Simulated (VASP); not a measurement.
Write the native input for VASP 6.6.1 that does the following.

```yaml
Task: single point
Functional: LDA
Potentials_or_basis: VASP PAW LDA potentials, release 64 (Sb)
Cutoff: 520 eV
k_mesh: 8 × 8 × 8
Occupations: fermi-dirac, width 0.1 eV
Spin: no spin polarisation
Dipole_correction: no
Further_INCAR_settings: ALGO = Normal; EDIFF = 1e-07; NBANDS = 8
```

The structure of Sb lies in POSCAR:

```
Sb
1.0
   -1.7250000000      1.7250000000      1.7250000000
    1.7250000000     -1.7250000000      1.7250000000
    1.7250000000      1.7250000000     -1.7250000000
Sb
1
Direct
    0.0000000000      0.0000000000      0.0000000000
```

These files were run (other wordings do the same):

INCAR

```
SYSTEM = Sb
PREC = Accurate
ENCUT = 520
EDIFF = 1E-7
ISMEAR = -1
SIGMA = 0.1
LREAL = .FALSE.
LASPH = .TRUE.
NELM = 60
ALGO = Normal
ISIF = 2
LWAVE = .FALSE.
LCHARG = .TRUE.
GGA = CA
LELF = .TRUE.
LVHAR = .TRUE.
NBANDS = 8
```

KPOINTS

```
Automatic mesh
0
G
  8 8 8
  0 0 0
```

Potentials or basis: VASP PAW LDA potentials, release 64 (Sb).

Command:

```sh
$ cat potpaw_LDA.64/Sb/POTCAR > POTCAR
$ mpirun -np 1 vasp_std > vasp.out
```

Results of the run:

```
Pressure : 26.4 GPa
```

Wall time 2.7 s on 1 thread of Intel(R) Xeon(R) 6975P-C (Granite Rapids), on a shared host, peak memory 0.12 GiB.
